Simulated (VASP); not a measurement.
Runs of VASP 6.6.1 on Mo3W. The structure is that of space group P6_3/mmc (No. 194), or close to it. The cells are those of the table. The cell was built from a structure type or drawn by symmetry, and may not be a known phase.

```tsv
task	cell	k mesh	gap on the mesh (eV)	pressure (GPa)	relaxed volume (Å³/atom)	largest force (eV/Å)
single point	a = 5.753, b = 5.753, c = 4.491 Å, angles 90.0, 90.0, 120.0°, 8 atoms	3 × 3 × 4	none	0.5	-	0.02
single point	a = 6.583, b = 6.583, c = 5.066 Å, angles 90.0, 90.0, 120.0°, 8 atoms	3 × 3 × 4	none	(a)	-	0.28
single point	a = 5.511, b = 5.511, c = 4.926 Å, angles 90.0, 90.0, 120.0°, 8 atoms	6 × 6 × 4	none	0.5	-	-
relaxation of cell and atoms	relaxed from a = 5.511, b = 5.511, c = 4.926 Å, angles 90.0, 90.0, 120.0°, 8 atoms	12 × 12 × 8	none	0.0	16.25	-
relaxation of cell and atoms	relaxed from a = 6.583, b = 6.583, c = 5.066 Å, angles 90.0, 90.0, 120.0°, 8 atoms	3 × 3 × 4	none	0.3	16.10	0.04
```

Alike in all rows: level PBE; potentials or basis VASP PAW PBE potentials, release 64 (Mo_sv, W_sv); no spin polarisation; cutoff (eV) 500; smearing gaussian 0.1 eV.

Q: Estimate the missing entries.

A: (a) -41.1.

Caveats: some runs use coarse meshes; spin-orbit coupling is left out, which moves the levels of the heavy elements; the volume moved by over 15 % at a fixed basis, so the end points are rough (at least some runs).

A k mesh can miss the band edges, and the runs leave out spin-orbit coupling on Mo, W.

A gap of «none» marks levels without a gap at the run's occupations.
